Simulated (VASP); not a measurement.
# Cu (I4/mmm) in VASP: a series of runs

Runs on Cu. Level: PBEsol. Tasks: single point.

All numbers are computed with VASP 6.6.1; they aren't measurements. Logs are shortened: lines on timing, memory, paths and dates and some standing lists are left out, and cuts for length are marked.

### Step 1. The cell of the first run

Symmetry: I4/mmm, No. 139, tetragonal system. The conventional cell has a = 2.972 Å, b = 2.972 Å, c = 2.835 Å, α = 90.00°, β = 90.00°, γ = 90.00°. Cu (site symmetry 4/mmm) has 14 Cu at 2.53 to 2.97 Å within 3.3 Å.

### Step 2. Single point, PBEsol (strain +0.030 along x and y, +0.030 along z)

INCAR reads:

```
SYSTEM = Cu
PREC = Accurate ; ENCUT = 520
EDIFF = 1E-7 ; ISMEAR = 0
SIGMA = 0.15 ; LREAL = .FALSE.
LASPH = .TRUE. ; NELM = 80
ALGO = Fast ; ISIF = 2
LWAVE = .FALSE. ; LCHARG = .FALSE.
GGA = PS ; NBANDS = 12
```

KPOINTS reads:

```
regular mesh
0
G
  24 24 24
  0 0 0
```

POSCAR reads:

```
Cu
1.0
   -1.4860771196      1.4860771196      1.4173638935
    1.4860771196     -1.4860771196      1.4173638935
    1.4860771196      1.4860771196     -1.4173638935
Cu
1
Direct
    0.0000000000      0.0000000000      0.0000000000
```

Potentials or basis: VASP PAW PBE potentials, release 64 (Cu).

Command:

```bash
$ cat potpaw_PBE.64/Cu/POTCAR > POTCAR
$ mpirun -np 1 vasp_std > vasp.out
```

OUTCAR:

```text
SYSTEM = Cu
   PREC = Accurate
   ENCUT = 520
   EDIFF = 1E-7
   ISMEAR = 0
   LREAL = .FALSE.
   LASPH = .TRUE.
   NELM = 80
   ISIF = 2
   GGA = PS

 ion  position               nearest neighbor table
   1  0.000  0.000  0.000-

  LATTYP: Found a body centered tetragonal cell.
 ALAT       =     2.9721542392
 C/A-ratio  =     0.9537620052

  Lattice vectors:

 A1 = (  -1.4860771196,   1.4860771196,   1.4173638935)
 A2 = (   1.4860771196,  -1.4860771196,   1.4173638935)
 A3 = (   1.4860771196,   1.4860771196,  -1.4173638935)

Analysis of symmetry for initial positions (statically):
=====================================================================
 Subroutine PRICEL returns:
 Original cell was already a primitive cell.

 Routine SETGRP: Setting up the symmetry group for a
 body centered tetragonal supercell.

 Subroutine GETGRP returns: Found 16 space group operations
 (whereof 16 operations were pure point group operations)
 out of a pool of 16 trial point group operations.

The static configuration has the point symmetry D_4h.

Analysis of symmetry for dynamics (positions and initial velocities):
=====================================================================
 Subroutine PRICEL returns:
 Original cell was already a primitive cell.

 Routine SETGRP: Setting up the symmetry group for a
 body centered tetragonal supercell.

 Subroutine GETGRP returns: Found 16 space group operations
 (whereof 16 operations were pure point group operations)
 out of a pool of 16 trial point group operations.

The dynamic configuration has the point symmetry D_4h.

 Subroutine INISYM returns: Found 16 space group operations
 (whereof 16 operations are pure point group operations),
 and found     1 'primitive' translations

----------------------------------------------------------------------------------------

                                     Primitive cell

  volume of cell :      12.5206

  direct lattice vectors                    reciprocal lattice vectors
    -1.486077120  1.486077120  1.417363893     0.000000000  0.336456294  0.352767558
     1.486077120 -1.486077120  1.417363893     0.336456294  0.000000000  0.352767558
     1.486077120  1.486077120 -1.417363893     0.336456294  0.336456294  0.000000000

  length of vectors
     2.534910416  2.534910416  2.534910416     0.487491321  0.487491321  0.475821054

  position of ions in fractional coordinates (direct lattice)
     0.000000000  0.000000000  0.000000000

  ion indices of the primitive-cell ions
   primitive index   ion index
                 1           1

----------------------------------------------------------------------------------------

 KPOINTS: regular mesh

Automatic generation of k-mesh.
 Grid dimensions read from file:
 generate k-points for:   24   24   24

 Generating k-lattice:

  Cartesian coordinates                     Fractional coordinates (reciprocal lattice)
     0.000000000  0.014019012  0.014698648     0.041666667  0.000000000 -0.000000000
     0.014019012  0.000000000  0.014698648     0.000000000  0.041666667 -0.000000000
     0.014019012  0.014019012  0.000000000     0.000000000  0.000000000  0.041666667

  Length of vectors
     0.020312138  0.020312138  0.019825877

  Shift w.r.t. Gamma in fractional coordinates (k-lattice)
     0.000000000  0.000000000  0.000000000

 Subroutine IBZKPT returns following result:
 ===========================================

 Found   1063 irreducible k-points:

 Following reciprocal coordinates:
            Coordinates               Weight
  0.000000  0.000000  0.000000      1.000000
  0.041667  0.000000  0.000000      8.000000
  0.083333  0.000000  0.000000      8.000000
  0.125000  0.000000 -0.000000      8.000000
  0.166667  0.000000 -0.000000      8.000000
  0.208333  0.000000  0.000000      8.000000
[... 16 lines left out ...]
  0.416667  0.041667  0.000000     16.000000
  0.458333  0.041667  0.000000     16.000000
 [... further k-points ...]
   k-points           NKPTS =   1063   k-points in BZ     NKDIM =   1063   number of bands    NBANDS=     12
   number of dos      NEDOS =    301   number of ions     NIONS =      1
   total plane-waves  NPLWV =   8000
   dimension x,y,z NGX =    20 NGY =   20 NGZ =   20
   dimension x,y,z NGXF=    40 NGYF=   40 NGZF=   40
   ions per type =               1
   NGX,Y,Z   is equivalent  to a cutoff of  13.12, 13.12, 13.12 a.u.
   NGXF,Y,Z  is equivalent  to a cutoff of  26.23, 26.23, 26.23 a.u.
 SYSTEM =  Cu
   PREC   = accura    normal or accurate (medium, high low for compatibility)
   ISTART =      0    job   : 0-new  1-cont  2-samecut
   ICHARG =      2    charge: 1-file 2-atom 10-const
   ISPIN  =      1    spin polarized calculation?
   LNONCOLLINEAR =      F non collinear calculations
   LSORBIT =      F    spin-orbit coupling
   LASPH  =      T    aspherical Exc in radial PAW
   ENCUT  =  520.0 eV  38.22 Ry    6.18 a.u.   4.71  4.71  4.71*2*pi/ulx,y,z
   NELM   =     80;   NELMIN=  2; NELMDL= -5     # of ELM steps
   EDIFF  = 0.1E-06   stopping-criterion for ELM
   LREAL  =      F    real-space projection
   EDIFFG = 0.1E-05   stopping-criterion for IOM
   NSW    =      0    number of steps for IOM
   IBRION =     -1    ionic relax: 0-MD 1-quasi-New 2-CG
   NFREE  =      0    steps in history (QN), initial steepest desc. (CG)
   ISIF   =      2    stress and relaxation
   ISYM   =      2    0-nonsym 1-usesym 2-fastsym
   POTIM  = 0.5000    time-step for ionic-motion
   TEBEG  =    0.0;   TEEND  =   0.0 temperature during run
   PSTRESS=    0.0 pullay stress
   NELECT =      11.0000    total number of electrons
   NUPDOWN=      -1.0000    fix difference up-down
   EMIN   =  10.00;   EMAX   =-10.00  energy-range for DOS
   EFERMI =   0.00;   METHOD = LEGACY
   ISMEAR =     0;   SIGMA  =   0.15  broadening in eV -4-tet -1-fermi 0-gaus
   EFERMI_NEDOS =   21; number of points for ismear=-14 and -15
   IALGO  =     68    algorithm
   IMIX   =      4    mixing-type and parameters
     AMIX     =   0.40;   BMIX     =  1.00
     AMIX_MAG =   1.60;   BMIX_MAG =  1.00
  volume/ion in A,a.u.               =      12.52        84.49
  Fermi-wavevector in a.u.,A,eV,Ry     =   1.567946  2.962988 33.449297  2.458454
  Thomas-Fermi vector in A             =   2.670050
   LORBIT       =      0    0 simple, 1 ext, 2 COOP (PROOUT), +10 PAW based schemes
   GGA     = PS    functional components
   LHFCALC =     F    Hartree Fock is set to
   AEXX    =    0.0000 exact exchange contribution
   IVDW    =     0    specifies the selected vdW correction
   LEPSILON=     F    determine dielectric tensor
   LRPA    =     F    only Hartree local field effects (RPA)
 non-spin polarized calculation
 RMM-DIIS sequential band-by-band and
 Gauss-broadening in eV      SIGMA  =   0.15
  energy-cutoff  :      520.00
  volume of cell :       12.52
 maximum number of plane-waves:       354
   NGX =  9   NGY =  9   NGZ =  9

 number of electron      11.0000007 magnetization

 Free energy of the ion-electron system (eV)
  ---------------------------------------------------
  ext. energy  EPLUGINS =         0.00000000
  ---------------------------------------------------
  free energy    TOTEN  =        -4.22702259 eV

  energy without entropy =       -4.22234464  energy(sigma->0) =       -4.22468362

 E-fermi :   6.6904     XC(G=0): -12.5716

 val. band max:        6.6899778750   @ k =   0.5000   0.1667   0.0833
 cond. band min:       6.6948734342   @ k =   0.2917   0.1250   0.0833
 fundamental gap:      0.0048955592
 Fermi energy:         6.6903827157

 k-point     1 :       0.0000    0.0000    0.0000
  band No.  band energies     occupation
      1      -2.2446      2.00000
      2       3.6676      2.00000
      3       3.8397      2.00000
      4       3.8397      2.00000
      5       4.6139      2.00000
      6       4.7958      2.00000
      7      30.6628      0.00000
      8      30.6628      0.00000
      9      31.8949      0.00000
     10      33.6246      0.00000
     11      33.6247      0.00000
     12      34.2768      0.00000

 k-point     2 :       0.0417    0.0000    0.0000
  band No.  band energies     occupation
      1      -2.1792      2.00000
      2       3.6732      2.00000
      3       3.8384      2.00000
      4       3.8457      2.00000
      5       4.6141      2.00000
      6       4.7867      2.00000
      7      30.2489      0.00000
      8      30.4306      0.00000
      9      31.2388      0.00000
     10      32.7572      0.00000
     11      32.9297      0.00000
     12      33.4869      0.00000

 k-point     3 :       0.0833    0.0000    0.0000
  band No.  band energies     occupation
      1      -1.9841      2.00000
      2       3.6702      2.00000
      3       3.8330      2.00000
      4       3.8837      2.00000
      5       4.6141      2.00000
      6       4.7631      2.00000
      7      28.7602      0.00000
      8      29.8719      0.00000
      9      30.0059      0.00000
     10      31.5146      0.00000
     11      32.2373      0.00000
     12      33.2238      0.00000
[... 286 lines left out ...]
 k-point    23 :       0.4167    0.0417    0.0000
  band No.  band energies     occupation
      1       1.9690      2.00000
      2       3.0905      2.00000
      3       4.6301      2.00000
      4       4.8391      2.00000
      5       5.1443      2.00000
      6       5.9140      2.00000
      7      11.9720      0.00000
      8      22.7078      0.00000
      9      23.3309      0.00000
     10      27.4994      0.00000
     11      30.0205      0.00000
     12      38.1401      0.00000

 k-point    24 :       0.4583    0.0417    0.0000
  band No.  band energies     occupation
      1       2.0221      2.00000
      2       3.0687      2.00000
      3       4.6639      2.00000
      4       4.8455      2.00000
      5       5.2572      2.00000
      6       6.4665      1.96521
      7      11.0404      0.00000
      8      22.4943      0.00000
      9      23.1864      0.00000
     10      27.4392      0.00000
     11      30.0122      0.00000
     12      38.7910      0.00000

 [... further k-points ...]
[... 5 lines left out ...]
  --------------------------------------------------------------------------------------
  -------------------------------------------------------------------------------------
  Total       -0.9254556     -0.9254556     -0.9547437      0.0000000      0.0000000      0.0000000
  in kB     -118.4246578   -118.4246578   -122.1724658      0.0000000      0.0000000      0.0000000
  external PRESSURE =    -119.6739272 kB  Pullay stress =       0.0000000 kB

 VOLUME and BASIS-vectors are now :
 -----------------------------------------------------------------------------
  energy-cutoff  :      520.00
  volume of cell :       12.52
      direct lattice vectors                 reciprocal lattice vectors
    -1.486077120  1.486077120  1.417363893     0.000000000  0.336456294  0.352767558
     1.486077120 -1.486077120  1.417363893     0.336456294  0.000000000  0.352767558
     1.486077120  1.486077120 -1.417363893     0.336456294  0.336456294  0.000000000

 POSITION                                       TOTAL-FORCE (eV/Angst)
 -----------------------------------------------------------------------------------
      0.00000      0.00000      0.00000        -0.000000     -0.000000      0.000000
 -----------------------------------------------------------------------------------
    total drift:                                0.000000      0.000000      0.000000

  FREE ENERGIE OF THE ION-ELECTRON SYSTEM (eV)
  ---------------------------------------------------
  free  energy   TOTEN  =        -4.2270225949 eV

  energy  without entropy=       -4.2223446372  energy(sigma->0) =       -4.22468362
```

Run time: 76 s. Hardware: 1 thread of Intel Xeon 6975P-C (Granite Rapids), shared host; peak memory 0.26 GiB.

Results:

- Free energy: -4.2270 eV
- Pressure: -12.0 GPa

Caveat: the cell differs from its parent crystal (strain +0.030 along x and y, +0.030 along z); the PAW data sets were made with another functional, which shifts forces and pressure a little.

### Step 3. Single point, PBEsol (strain -0.030 along x and y, -0.030 along z)

INCAR reads:

```
ALGO     = Normal         # electronic algorithm
EDIFF    = 1E-6           # SCF threshold, eV
ENCUT    = 520            # plane-wave cutoff, eV
GGA      = PS             # functional
ISIF     = 2              # what is computed and relaxed
ISMEAR   = 0              # smearing method
LASPH    = T              # aspherical terms in the spheres
LCHARG   = F              # write CHGCAR
LREAL    = F              # projectors in reciprocal space
LWAVE    = F              # write WAVECAR
NBANDS   = 12             # bands
NELM     = 100            # most SCF steps
PREC     = Accurate       # precision mode
SIGMA    = 0.15           # smearing width, eV
```

KPOINTS reads:

```
k-points
0
Gamma
  24 24 24
```

POSCAR reads:

```
Cu
1.0
   -1.3995095204      1.3995095204      1.3347990065
    1.3995095204     -1.3995095204      1.3347990065
    1.3995095204      1.3995095204     -1.3347990065
Cu
1
Direct
    0.0000000000      0.0000000000      0.0000000000
```

Potentials or basis: VASP PAW PBE potentials, release 64 (Cu).

Command:

```bash
$ cat potpaw_PBE.64/Cu/POTCAR > POTCAR
$ mpirun -np 1 vasp_std > vasp.out
```

Run time: 42 s. Hardware: 1 thread of Intel Xeon 6975P-C (Granite Rapids), shared host; peak memory 0.23 GiB.

The run converged. Its results:

```yaml
Free_energy: -4.2233 eV
Pressure: 17.6 GPa
```

Stress tensor (GPa, compression positive):
```
17.48  0.00  0.00
 0.00 17.48  0.00
 0.00  0.00 17.76
```

Levels at points of the mesh, in eV from the Fermi level:
```tsv
k point	band 3	band 4	band 5	band 6	band 7	band 8	band 9	band 10
(0.00, 0.00, 0.00)	-3.46	-3.46	-2.45	-2.21	25.73	25.73	27.01	30.36
(0.50, 0.00, 0.00)	-2.35	-2.09	-1.43	-0.82	5.21	18.06	18.58	22.48
(0.50, 0.50, 0.00)	-2.53	-2.25	-1.46	-1.23	4.66	19.33	20.11	23.69
(0.50, 0.50, 0.50)	-1.66	-1.66	-1.60	8.06	8.06	10.03	14.03	14.80
```

Caveat: the cell differs from its parent crystal (strain -0.030 along x and y, -0.030 along z); the PAW data sets were made with another functional, which shifts forces and pressure a little.
